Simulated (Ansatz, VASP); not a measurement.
## One calculation of Au, two programs

```
Au
1.0
     0.00000    2.03624    2.03624
     2.03624    0.00000    2.03624
     2.03624    2.03624    0.00000
Au
1
Direct
  0.00000 0.00000 0.00000
```

Alike in both runs: task single point; functional LDA; k mesh 12 × 12 × 12; occupations fermi-dirac, width 0.06 eV; no spin polarisation.

|  | VASP | Ansatz |
| --- | --- | --- |
| version | VASP 6.6.1 | Ansatz 0.2 development build |
| potentials or method | VASP PAW LDA potentials, release 64 (Au), cutoff 520 eV | all-electron full-potential LAPW, scalar-relativistic |

```tsv
	VASP	Ansatz	Ansatz less VASP
pressure (GPa)	-2.9	-3.3	-0.37
```

LDA's correlation is that of Perdew and Zunger in VASP and of Perdew and Wang (1992) in Ansatz. Ansatz ran all-electron here, and VASP with PAW potentials.

Neither program's run includes spin-orbit coupling.
